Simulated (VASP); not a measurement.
Input of a VASP 6.6.1 run:

POSCAR

```
BN
1.0
    3.5168811956      0.0000000000      0.0000000000
    0.0000000000      3.5168811956      0.0000000000
    0.0000000000      0.0000000000      3.5168811956
B N
4 4
Direct
    0.0000000000      0.0000000000      0.0000000000
    0.5000000000      0.5000000000      0.0000000000
    0.5000000000      0.0000000000      0.5000000000
    0.0000000000      0.5000000000      0.5000000000
    0.2500000000      0.2500000000      0.2500000000
    0.7500000000      0.7500000000      0.2500000000
    0.7500000000      0.2500000000      0.7500000000
    0.2500000000      0.7500000000      0.7500000000
```

INCAR.step1

```
PREC     = Accurate       # precision mode
ENCUT    = 520            # plane-wave cutoff, eV
EDIFF    = 1E-5           # SCF threshold, eV
ISMEAR   = 0              # smearing method
SIGMA    = 0.01           # smearing width, eV
LREAL    = False          # projectors in reciprocal space
LASPH    = True           # aspherical terms in the spheres
NELM     = 120            # most SCF steps
ALGO     = Normal         # electronic algorithm
ISIF     = 2              # what is computed and relaxed
LWAVE    = True           # write WAVECAR
LCHARG   = False          # write CHGCAR
NBANDS   = 26             # bands
GGA      = PE             # functional
GGA_COMPAT= False
```

INCAR.step2

```
PREC     = Accurate       # precision mode
ENCUT    = 520            # plane-wave cutoff, eV
EDIFF    = 1E-6           # SCF threshold, eV
ISMEAR   = 0              # smearing method
SIGMA    = 0.01           # smearing width, eV
LREAL    = False          # projectors in reciprocal space
LASPH    = True           # aspherical terms in the spheres
NELM     = 120            # most SCF steps
ALGO     = Normal         # electronic algorithm
ISIF     = 2              # what is computed and relaxed
LWAVE    = False          # write WAVECAR
LCHARG   = False          # write CHGCAR
GGA      = PE             # functional
LHFCALC  = True           # exact exchange
AEXX     = 1.0            # exact-exchange fraction
ALDAC    = 0.0          
AGGAC    = 0.0          
PRECFOCK = Normal       
NBANDS   = 26             # bands
ISTART   = 1            
GGA_COMPAT= False
```

KPOINTS

```
regular mesh
0
Gamma
  1 1 1
```

Potentials or basis: VASP PAW PBE potentials, release 64 (B, N).

Launch:

```bash
$ cat potpaw_PBE.64/B/POTCAR potpaw_PBE.64/N/POTCAR > POTCAR
$ cp INCAR.step1 INCAR
$ mpirun -np 1 vasp_gam > vasp.out
$ cp INCAR.step2 INCAR
$ mpirun -np 1 vasp_gam > vasp.out
```

(1) Estimate the pressure.

(2) Estimate the band gap on the k mesh.

## Answers

(1) 53.0 GPa.

(2) 16.62 eV.

Caveat: the k points lie up to 1.79 Å⁻¹ apart; the PAW data sets were made with another functional, which shifts forces and pressure a little.
